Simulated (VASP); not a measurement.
Set up this calculation in VASP 6.6.1, as the native input.

| Item | Value |
| --- | --- |
| Task | single point |
| Functional | RPBE |
| Potentials or basis | VASP PAW PBE potentials, release 64 (Te, Sb, Ge_d) |
| Cutoff | 520 eV |
| k mesh | 7 × 7 × 2 |
| Occupations | fermi-dirac, width 0.05 eV |
| Spin | no spin polarisation |
| Dipole correction | no |
| Further INCAR settings | ALGO = Normal; EDIFF = 1e-06; NBANDS = 44 |

The structure of Ge2Sb2Te5 lies in POSCAR:

```
Ge2Sb2Te5
1.0
    4.2940644248      0.0000000000      0.0000000000
   -2.1470322124      3.7187688774      0.0000000000
    0.0000000000      0.0000000000     17.1013460000
Te Sb Ge
5 2 2
Direct
    0.6666666667      0.3333333333      0.4198920000
    0.3333333333      0.6666666667      0.5801080000
    0.3333333333      0.6666666667      0.2015420000
    0.6666666667      0.3333333333      0.7984580000
    0.0000000000      0.0000000000      0.0000000000
    0.0000000000      0.0000000000      0.3200680000
    0.0000000000      0.0000000000      0.6799320000
    0.6666666667      0.3333333333      0.1028950000
    0.3333333333      0.6666666667      0.8971050000
```

One way to write it, as run:

INCAR

```
PREC = Accurate
ENCUT = 520
EDIFF = 1E-6
ISMEAR = -1
SIGMA = 0.05
LREAL = F
LASPH = T
NELM = 60
ALGO = Normal
ISIF = 2
LWAVE = F
LCHARG = F
GGA = RP
NBANDS = 44
```

KPOINTS

```
regular mesh
0
Gamma
  7 7 2
```

Potentials or basis: VASP PAW PBE potentials, release 64 (Te, Sb, Ge_d).

Run with:

```bash
$ cat potpaw_PBE.64/Te/POTCAR potpaw_PBE.64/Sb/POTCAR potpaw_PBE.64/Ge_d/POTCAR > POTCAR
$ mpirun -np 1 vasp_std > vasp.out
```

It gave:

```
Pressure               : 1.5 GPa
Largest force          : 0.089 eV/Å
Band gap on the k mesh : 0.26 eV
```

Caveat: the PAW data sets were made with another functional, which shifts forces and pressure a little; spin-orbit coupling is left out, which moves the levels of the heavy elements; an odd mesh through Γ misses points on the zone boundary, where band edges can lie.

It took 2.7 min on 1 thread of Intel(R) Xeon(R) Platinum 8559C (Emerald Rapids) (shared host), peak memory 0.43 GiB.
